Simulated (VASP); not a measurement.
# Rh (P6_3/mmc) in VASP: further runs

The runs below take Rh through relaxation of shape and atoms at fixed volume, single point, with PBEsol.

All numbers are computed with VASP 6.6.1; they aren't measurements. Logs are shortened: lines on timing, memory, paths and dates and some standing lists are left out, and cuts for length are marked.

## (1) The cell of the first run

Symmetry: P6_3/mmc, No. 194, hexagonal system. The conventional cell has a = 2.633 Å, b = 2.633 Å, c = 4.243 Å, α = 90.00°, β = 90.00°, γ = 120.00°. Rh (site symmetry -6m2) has 12 Rh at 2.61 to 2.63 Å within 3.4 Å.

This isn't the form of Rh at room conditions, which is fcc.

## (2) Relaxation of shape and atoms at fixed volume, PBEsol (12.74 Å³/atom)

File INCAR:

```
  ALGO = Fast
  EDIFF = 1E-7
  EDIFFG = -0.01
  ENCUT = 600
  GGA = PS
  IBRION = 2
  ISIF = 4
  ISMEAR = 0
  LASPH = T
  LCHARG = F
  LREAL = F
  LWAVE = F
  NELM = 100
  NSW = 50
  PREC = Accurate
  SIGMA = 0.1
```

File KPOINTS:

```
k-points
0
Gamma
  18 18 10
```

File POSCAR:

```
Rh
1.0
    2.6330723454      0.0000000000      0.0000000000
   -1.3165361727      2.2803075411      0.0000000000
    0.0000000000      0.0000000000      4.2431485678
Rh
2
Direct
    0.6666666667      0.3333333333      0.7500000000
    0.3333333333      0.6666666667      0.2500000000
```

Potentials or basis: VASP PAW PBE potentials, release 64 (Rh_pv).

The run is started by

```sh
$ cat potpaw_PBE.64/Rh_pv/POTCAR > POTCAR
$ mpirun -np 1 vasp_std > vasp.out
```

OUTCAR:

```text
EDIFF = 1E-7
   EDIFFG = -0.01
   ENCUT = 600
   GGA = PS
   IBRION = 2
   ISIF = 4
   ISMEAR = 0
   LASPH = T
   LREAL = F
   NELM = 100
   NSW = 50
   PREC = Accurate

 ion  position               nearest neighbor table
   1  0.667  0.333  0.750-   2 2.61   2 2.61   2 2.61   2 2.61   2 2.61   2 2.61
   2  0.333  0.667  0.250-   1 2.61   1 2.61   1 2.61   1 2.61   1 2.61   1 2.61

  LATTYP: Found a hexagonal cell.
 ALAT       =     2.6330723454
 C/A-ratio  =     1.6114819539

  Lattice vectors:

 A1 = (   2.6330723454,   0.0000000000,   0.0000000000)
 A2 = (  -1.3165361727,   2.2803075411,   0.0000000000)
 A3 = (   0.0000000000,   0.0000000000,   4.2431485678)

Analysis of symmetry for initial positions (statically):
=====================================================================
 Subroutine PRICEL returns:
 Original cell was already a primitive cell.

 Routine SETGRP: Setting up the symmetry group for a
 hexagonal supercell.

 Subroutine GETGRP returns: Found 24 space group operations
 (whereof 12 operations were pure point group operations)
 out of a pool of 24 trial point group operations.

The static configuration has the point symmetry D_3d.
 The point group associated with its full space group is D_6h.

Analysis of symmetry for dynamics (positions and initial velocities):
=====================================================================
 Subroutine PRICEL returns:
 Original cell was already a primitive cell.

 Routine SETGRP: Setting up the symmetry group for a
 hexagonal supercell.

 Subroutine GETGRP returns: Found 24 space group operations
 (whereof 12 operations were pure point group operations)
 out of a pool of 24 trial point group operations.

The dynamic configuration has the point symmetry D_3d.
 The point group associated with its full space group is D_6h.

 Subroutine INISYM returns: Found 24 space group operations
 (whereof 12 operations are pure point group operations),
 and found     1 'primitive' translations

----------------------------------------------------------------------------------------

                                     Primitive cell

  volume of cell :      25.4768

  direct lattice vectors                    reciprocal lattice vectors
     2.633072345  0.000000000  0.000000000     0.379784476  0.219268669  0.000000000
    -1.316536173  2.280307541  0.000000000     0.000000000  0.438537338  0.000000000
     0.000000000  0.000000000  4.243148568     0.000000000  0.000000000  0.235674048

  length of vectors
     2.633072345  2.633072345  4.243148568     0.438537338  0.438537338  0.235674048

  position of ions in fractional coordinates (direct lattice)
     0.666666667  0.333333333  0.750000000
     0.333333333  0.666666667  0.250000000

  ion indices of the primitive-cell ions
   primitive index   ion index
                 1           1
                 2           2

----------------------------------------------------------------------------------------

 KPOINTS: k-points

Automatic generation of k-mesh.
 Grid dimensions read from file:
 generate k-points for:   18   18   10

 Generating k-lattice:

  Cartesian coordinates                     Fractional coordinates (reciprocal lattice)
     0.021099138  0.012181593  0.000000000     0.055555556  0.000000000  0.000000000
     0.000000000  0.024363185  0.000000000     0.000000000  0.055555556  0.000000000
     0.000000000  0.000000000  0.023567405     0.000000000  0.000000000  0.100000000

  Length of vectors
     0.024363185  0.024363185  0.023567405
[... 53 lines left out ...]
   NELM   =    100;   NELMIN=  2; NELMDL= -5     # of ELM steps
   EDIFF  = 0.1E-06   stopping-criterion for ELM
   LREAL  =      F    real-space projection
   EDIFFG = -.1E-01   stopping-criterion for IOM
   NSW    =     50    number of steps for IOM
   IBRION =      2    ionic relax: 0-MD 1-quasi-New 2-CG
   NFREE  =      1    steps in history (QN), initial steepest desc. (CG)
   ISIF   =      4    stress and relaxation
   ISYM   =      2    0-nonsym 1-usesym 2-fastsym
   POTIM  = 0.5000    time-step for ionic-motion
   TEBEG  =    0.0;   TEEND  =   0.0 temperature during run
   PSTRESS=    0.0 pullay stress
   NELECT =      30.0000    total number of electrons
   NUPDOWN=      -1.0000    fix difference up-down
   EMIN   =  10.00;   EMAX   =-10.00  energy-range for DOS
   EFERMI =   0.00;   METHOD = LEGACY
   ISMEAR =     0;   SIGMA  =   0.10  broadening in eV -4-tet -1-fermi 0-gaus
   EFERMI_NEDOS =   21; number of points for ismear=-14 and -15
   IALGO  =     68    algorithm
   IMIX   =      4    mixing-type and parameters
     AMIX     =   0.40;   BMIX     =  1.00
     AMIX_MAG =   1.60;   BMIX_MAG =  1.00
  volume/ion in A,a.u.               =      12.74        85.96
  Fermi-wavevector in a.u.,A,eV,Ry     =   1.728756  3.266876 40.662347  2.988598
  Thomas-Fermi vector in A             =   2.803631
   LORBIT       =      0    0 simple, 1 ext, 2 COOP (PROOUT), +10 PAW based schemes
   GGA     = PS    functional components
   LHFCALC =     F    Hartree Fock is set to
   AEXX    =    0.0000 exact exchange contribution
   IVDW    =     0    specifies the selected vdW correction
   LEPSILON=     F    determine dielectric tensor
   LRPA    =     F    only Hartree local field effects (RPA)
 conjugate gradient relaxation of ions
 non-spin polarized calculation
 RMM-DIIS sequential band-by-band and
 Gauss-broadening in eV      SIGMA  =   0.10
  energy-cutoff  :      600.00
  volume of cell :       25.48
 maximum number of plane-waves:       870
 NGX is ok and might be reduce to    24
   NGX = 11   NGY = 11   NGZ = 17

--------------------------------------- Ionic step        1  -------------------------------------------

 number of electron      30.0000000 magnetization

 Free energy of the ion-electron system (eV)
  ---------------------------------------------------
  ext. energy  EPLUGINS =         0.00000000
  ---------------------------------------------------
  free energy    TOTEN  =       -16.10308820 eV

  energy without entropy =      -16.08899738  energy(sigma->0) =      -16.09604279

------------------------ aborting loop because EDIFF is reached ----------------------------------------

  FORCE on cell =-STRESS in cart. coord.  units (eV):
  Direction    XX          YY          ZZ          XY          YZ          ZX
  --------------------------------------------------------------------------------------
  -------------------------------------------------------------------------------------
  Total        3.3363714      3.3363714      3.3836070      0.0000000      0.0000000      0.0000000
  in kB      209.8169252    209.8169251    212.7874675      0.0000000      0.0000000      0.0000000
  external PRESSURE =     210.8071059 kB  Pullay stress =       0.0000000 kB

 VOLUME and BASIS-vectors are now :
 -----------------------------------------------------------------------------
  energy-cutoff  :      600.00
  volume of cell :       25.48
      direct lattice vectors                 reciprocal lattice vectors
     2.633072345  0.000000000  0.000000000     0.379784476  0.219268669  0.000000000
    -1.316536173  2.280307541  0.000000000     0.000000000  0.438537338  0.000000000
     0.000000000  0.000000000  4.243148568     0.000000000  0.000000000  0.235674048

 POSITION                                       TOTAL-FORCE (eV/Angst)
 -----------------------------------------------------------------------------------
      1.31654      0.76010      3.18236         0.000000     -0.000000      0.000000
     -0.00000      1.52021      1.06079        -0.000000      0.000000      0.000000
 -----------------------------------------------------------------------------------
    total drift:                               -0.000000      0.000000     -0.000000

  FREE ENERGIE OF THE ION-ELECTRON SYSTEM (eV)
  ---------------------------------------------------
  free  energy   TOTEN  =       -16.1030881956 eV

  energy  without entropy=      -16.0889973791  energy(sigma->0) =      -16.09604279

--------------------------------------- Ionic step        2  -------------------------------------------

 number of electron      30.0000000 magnetization

 Free energy of the ion-electron system (eV)
  ---------------------------------------------------
  ext. energy  EPLUGINS =         0.00000000
  ---------------------------------------------------
  free energy    TOTEN  =       -16.10309786 eV

  energy without entropy =      -16.08892932  energy(sigma->0) =      -16.09601359

 E-fermi :  13.3369     XC(G=0): -14.7135

 val. band max:       13.3306206981   @ k =   0.3889   0.1667   0.0000
 cond. band min:      13.3443952510   @ k =   0.3889   0.1667   0.2000
 fundamental gap:      0.0137745529
 Fermi energy:        13.3368552073

 k-point     1 :       0.0000    0.0000    0.0000
  band No.  band energies     occupation
      1     -34.2290      2.00000
      2     -33.3663      2.00000
      3     -33.3663      2.00000
      4     -33.2444      2.00000
      5     -33.2268      2.00000
      6     -33.2268      2.00000
[... 505 lines left out ...]
      6     -33.3991      2.00000
[... 11 lines left out ...]
     18      20.2113      0.00000
     19      24.2379      0.00000

 [... further k-points ...]

------------------------ aborting loop because EDIFF is reached ----------------------------------------

  FORCE on cell =-STRESS in cart. coord.  units (eV):
  Direction    XX          YY          ZZ          XY          YZ          ZX
  --------------------------------------------------------------------------------------
  -------------------------------------------------------------------------------------
  Total        3.3502483      3.3502483      3.3281155     -0.0000000     -0.0000000      0.0000000
  in kB      210.6896098    210.6896098    209.2977301     -0.0000000     -0.0000000      0.0000000
  external PRESSURE =     210.2256499 kB  Pullay stress =       0.0000000 kB

 VOLUME and BASIS-vectors are now :
 -----------------------------------------------------------------------------
  energy-cutoff  :      600.00
  volume of cell :       25.48
      direct lattice vectors                 reciprocal lattice vectors
     2.632072697 -0.000000000  0.000000000     0.379928716  0.219351946  0.000000000
    -1.316036348  2.279441820 -0.000000000     0.000000000  0.438703893 -0.000000000
    -0.000000000  0.000000000  4.246372236     0.000000000  0.000000000  0.235495134

 POSITION                                       TOTAL-FORCE (eV/Angst)
 -----------------------------------------------------------------------------------
      1.31604      0.75981      3.18478         0.000000     -0.000000      0.000000
     -0.00000      1.51963      1.06159        -0.000000      0.000000     -0.000000
 -----------------------------------------------------------------------------------
    total drift:                               -0.000000      0.000000     -0.000000

  FREE ENERGIE OF THE ION-ELECTRON SYSTEM (eV)
  ---------------------------------------------------
  free  energy   TOTEN  =       -16.1030978579 eV

  energy  without entropy=      -16.0889293226  energy(sigma->0) =      -16.09601359

 reached required accuracy - stopping structural energy minimisation
```

Wall time 2.3 min (1 thread of Intel Xeon Platinum 8259CL at 2.50GHz (Skylake/Cascade Lake), shared host); peak memory 0.24 GiB.

What came out:

```
Free energy               : -16.1031 eV
Energy gained by relaxing : 0.0 meV/atom
Ionic steps               : 2
Pressure after relaxing   : 21.0 GPa
Band gap on the k mesh    : zero (bands 15 and 16 overlap by 2.77 eV)
```

Final structure:
```
Rh
1.0
     2.63207    0.00000    0.00000
    -1.31604    2.27944    0.00000
     0.00000    0.00000    4.24637
Rh
2
Direct
  0.66667 0.33333 0.75000
  0.33333 0.66667 0.25000
```

Caveat: the PAW data sets were made with another functional, which shifts forces and pressure a little.

## (3) Relaxation of shape and atoms at fixed volume, PBEsol (13.14 Å³/atom)

This run uses another cell than the first one, of 13.14 Å³/atom.

File INCAR:

```
SYSTEM = Rh
PREC = Accurate ; ENCUT = 600
EDIFF = 1E-6 ; ISMEAR = 0
SIGMA = 0.1 ; LREAL = .False.
LASPH = .True. ; NELM = 80
ALGO = Fast ; ISIF = 4
LWAVE = .False. ; LCHARG = .False.
GGA = PS ; IBRION = 2
NSW = 50 ; EDIFFG = -0.01
```

File KPOINTS:

```
regular mesh
0
Gamma
  18 18 10
  0 0 0
```

File POSCAR:

```
Rh
1.0
    2.6615752774      0.0000000000      0.0000000000
   -1.3307876387      2.3049918043      0.0000000000
    0.0000000000      0.0000000000      4.2852897770
Rh
2
Direct
    0.6666666667      0.3333333333      0.7500000000
    0.3333333333      0.6666666667      0.2500000000
```

Potentials or basis: VASP PAW PBE potentials, release 64 (Rh_pv).

The run is started by

```sh
$ cat potpaw_PBE.64/Rh_pv/POTCAR > POTCAR
$ mpirun -np 1 vasp_std > vasp.out
```

OUTCAR:

```text
SYSTEM = Rh
   PREC = Accurate
   ENCUT = 600
   EDIFF = 1E-6
   ISMEAR = 0
   LREAL = .False.
   LASPH = .True.
   NELM = 80
   ISIF = 4
   GGA = PS
   IBRION = 2
   NSW = 50
   EDIFFG = -0.01

 ion  position               nearest neighbor table
   1  0.667  0.333  0.750-   2 2.64   2 2.64   2 2.64   2 2.64   2 2.64   2 2.64
   2  0.333  0.667  0.250-   1 2.64   1 2.64   1 2.64   1 2.64   1 2.64   1 2.64
[... 772 lines left out ...]

------------------------ aborting loop because EDIFF is reached ----------------------------------------

  FORCE on cell =-STRESS in cart. coord.  units (eV):
  Direction    XX          YY          ZZ          XY          YZ          ZX
  --------------------------------------------------------------------------------------
  -------------------------------------------------------------------------------------
  Total        1.5419823      1.5419823      1.5479958      0.0000000      0.0000000      0.0000000
  in kB       93.9726867     93.9726867     94.3391668      0.0000000      0.0000000      0.0000000
  external PRESSURE =      94.0948468 kB  Pullay stress =       0.0000000 kB

 VOLUME and BASIS-vectors are now :
 -----------------------------------------------------------------------------
  energy-cutoff  :      600.00
  volume of cell :       26.29
      direct lattice vectors                 reciprocal lattice vectors
     2.660592648  0.000000000  0.000000000     0.375856109  0.217000626 -0.000000000
    -1.330296324  2.304140823  0.000000000    -0.000000000  0.434001251  0.000000000
     0.000000000  0.000000000  4.288455709     0.000000000 -0.000000000  0.233184173

 POSITION                                       TOTAL-FORCE (eV/Angst)
 -----------------------------------------------------------------------------------
      1.33030      0.76805      3.21634         0.000000      0.000000      0.000000
     -0.00000      1.53609      1.07211        -0.000000     -0.000000      0.000000
 -----------------------------------------------------------------------------------
    total drift:                               -0.000000      0.000000     -0.000000

  FREE ENERGIE OF THE ION-ELECTRON SYSTEM (eV)
  ---------------------------------------------------
  free  energy   TOTEN  =       -16.1809453400 eV

  energy  without entropy=      -16.1660915034  energy(sigma->0) =      -16.17351842

 reached required accuracy - stopping structural energy minimisation
```

It took 2 min on 1 thread of Intel Xeon Platinum 8259CL at 2.50GHz (Skylake/Cascade Lake), shared host; peak memory 0.24 GiB.

Results:

| Property | Result |
| --- | --- |
| Free energy | -16.1809 eV |
| Energy gained by relaxing | 0.0 meV/atom |
| Ionic steps | 2 |
| Pressure after relaxing | 9.4 GPa |
| Band gap on the k mesh | zero (bands 15 and 16 overlap by 2.64 eV) |

Final structure:
```cif
data_structure
_symmetry_space_group_name_H-M 'P 1'
_symmetry_Int_Tables_number 1
_cell_length_a 2.6606
_cell_length_b 2.6606
_cell_length_c 4.2885
_cell_angle_alpha 90.000
_cell_angle_beta 90.000
_cell_angle_gamma 120.000
_cell_volume 26.29
loop_
_atom_site_label
_atom_site_type_symbol
_atom_site_fract_x
_atom_site_fract_y
_atom_site_fract_z
_atom_site_occupancy
Rh1 Rh 0.66667 0.33333 0.75000 1
Rh2 Rh 0.33333 0.66667 0.25000 1
```

Caveat: the PAW data sets were made with another functional, which shifts forces and pressure a little.

## (4) Single point, PBEsol (biaxial strain in the a-b plane: -6.0 %)

File INCAR:

```
SYSTEM = Rh
ALGO     = Fast           ! electronic algorithm
EDIFF    = 1E-7           ! SCF threshold, eV
ENCUT    = 520            ! plane-wave cutoff, eV
GGA      = PS             ! functional
ISIF     = 2              ! what is computed and relaxed
ISMEAR   = 0              ! smearing method
LASPH    = .TRUE.         ! aspherical terms in the spheres
LCHARG   = .TRUE.         ! write CHGCAR
LELF     = .TRUE.         ! ELF
LREAL    = .FALSE.        ! projectors in reciprocal space
LVHAR    = .TRUE.       
LWAVE    = .FALSE.        ! write WAVECAR
NBANDS   = 22             ! bands
NELM     = 80             ! most SCF steps
PREC     = Accurate       ! precision mode
SIGMA    = 0.1            ! smearing width, eV
```

File KPOINTS:

```
k-points
0
G
  24 24 12
  0 0 0
```

File POSCAR:

```
Rh
1.0
    2.5274119196      0.0000000000      0.0000000000
   -1.2637059598      2.1888029282      0.0000000000
    0.0000000000      0.0000000000      4.4848649728
Rh
2
Direct
    0.6666666667      0.3333333333      0.7500000000
    0.3333333333      0.6666666667      0.2500000000
```

The run is started by

```sh
$ cat potpaw_PBE.64/Rh_pv/POTCAR > POTCAR
$ mpirun -np 1 vasp_std > vasp.out
```

It took 2.3 min on 1 thread of Intel Xeon Platinum 8488C (Sapphire Rapids), shared host; peak memory 0.28 GiB.

Results (log left out):

- Free energy: -15.7991 eV
- Pressure: 35.6 GPa
- Band gap on the k mesh: zero (bands 15 and 16 overlap by 3.22 eV)

Stress tensor (GPa, compression positive):
```
49.41  0.00  0.00
 0.00 49.41  0.00
 0.00  0.00  8.00
```

Levels at points of the mesh, in eV from the Fermi level:
```csv
k point,band 12,band 13,band 14,band 15,band 16,band 17,band 18,band 19
"(0.00, 0.00, 0.00)",-3.08,-3.08,-1.42,-1.42,-0.34,0.33,0.33,8.34
"(0.50, 0.00, 0.00)",-2.86,-2.10,0.53,1.15,1.36,3.66,6.02,10.76
"(0.00, 0.00, 0.50)",-3.48,-3.48,-3.48,-0.31,-0.31,-0.31,-0.31,14.24
"(0.50, 0.00, 0.50)",-1.54,-0.32,-0.32,1.27,1.27,2.99,2.99,10.74
```

Caveat: the cell differs from its parent crystal (biaxial strain in the a-b plane: -6.0 %); the cell stands under pressure; the PAW data sets were made with another functional, which shifts forces and pressure a little.

## (5) Summary

| task | cell | k mesh | cutoff (eV) | gap on the mesh (eV) | pressure (GPa) |
| --- | --- | --- | --- | --- | --- |
| relaxation of shape and atoms at fixed volume | relaxed from a = 2.633, b = 2.633, c = 4.243 Å, angles 90.0, 90.0, 120.0°, 2 atoms | 18 × 18 × 10 | 600 | none | 21.0 |
| relaxation of shape and atoms at fixed volume | relaxed from a = 2.662, b = 2.662, c = 4.285 Å, angles 90.0, 90.0, 120.0°, 2 atoms | 18 × 18 × 10 | 600 | none | 9.4 |
| single point | a = 2.527, b = 2.527, c = 4.485 Å, angles 90.0, 90.0, 120.0°, 2 atoms | 24 × 24 × 12 | 520 | none | 35.6 |

Alike in all rows: level PBEsol; potentials or basis VASP PAW PBE potentials, release 64 (Rh_pv); no spin polarisation; smearing gaussian 0.1 eV.

Caveats: the PAW data sets were made with another functional, which shifts forces and pressure a little; the cell stands under pressure (at least some runs).

Total energies depend on the potentials used, so only differences within one code and one set of settings carry meaning.
